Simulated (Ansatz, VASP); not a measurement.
**One calculation of Mg3Zr, two programs**

The input INCAR:

```
PREC = Accurate
ENCUT = 520
EDIFF = 1E-7
ISMEAR = 0
SIGMA = 0.1
LREAL = False
LASPH = True
NELM = 80
ALGO = Normal
ISIF = 2
LWAVE = False
LCHARG = True
LELF = True
LVHAR = True
NBANDS = 17
```

Contents of KPOINTS:

```
regular mesh
0
Gamma
  5 5 5
```

Contents of POSCAR:

```
Mg3Zr
1.0
    4.5505939458      0.0000000000      0.0000000000
    0.0000000000      4.5505939458      0.0000000000
    0.0000000000      0.0000000000      4.5505939458
Mg Zr
3 1
Direct
    0.5000000000      0.5000000000      0.0000000000
    0.5000000000      0.0000000000      0.5000000000
    0.0000000000      0.5000000000      0.5000000000
    0.0000000000      0.0000000000      0.0000000000
```

Input for Ansatz:

```yaml
crystal:
  lattice:
    - [4.550593945805558, 0.0, 0.0]
    - [0.0, 4.550593945805558, 0.0]
    - [0.0, 0.0, 4.550593945805558]
  atoms:
    - { symbol: Mg, position: [0.5, 0.5, 0.0] }
    - { symbol: Mg, position: [0.5, 0.0, 0.5] }
    - { symbol: Mg, position: [0.0, 0.5, 0.5] }
    - { symbol: Zr, position: [0.0, 0.0, 0.0] }
basis:
  ecutwfc: 510.0
kpoints:
  mp_grid:
    grid: [5, 5, 5]
hamiltonian:
  xc: lda
scf:
  occupations:
    method: gaussian
    width: 0.1
output:
  stress: true
```

Alike in both runs: task single point; functional LDA; k mesh 5 × 5 × 5; occupations gaussian, width 0.1 eV; no spin polarisation.

|  | VASP | Ansatz |
| --- | --- | --- |
| version | VASP 6.6.1 | Ansatz 0.2.0 |
| potentials or method | VASP PAW LDA potentials, release 64 (Mg, Zr_sv), cutoff 520 eV | plane waves, PAW |
| valence electrons in the cell | 18 | 42 |

Ansatz gave:

```
pressure (GPa) : -5.9
```

Problem. Estimate VASP's values.

Solution. Pressure (GPa): -6.2.

LDA's correlation is that of Perdew and Zunger in VASP and of Perdew and Wang (1992) in Ansatz. VASP's potentials hold 18 valence electrons a cell and Ansatz's 42, so a difference there can come from the potentials and not from the codes.
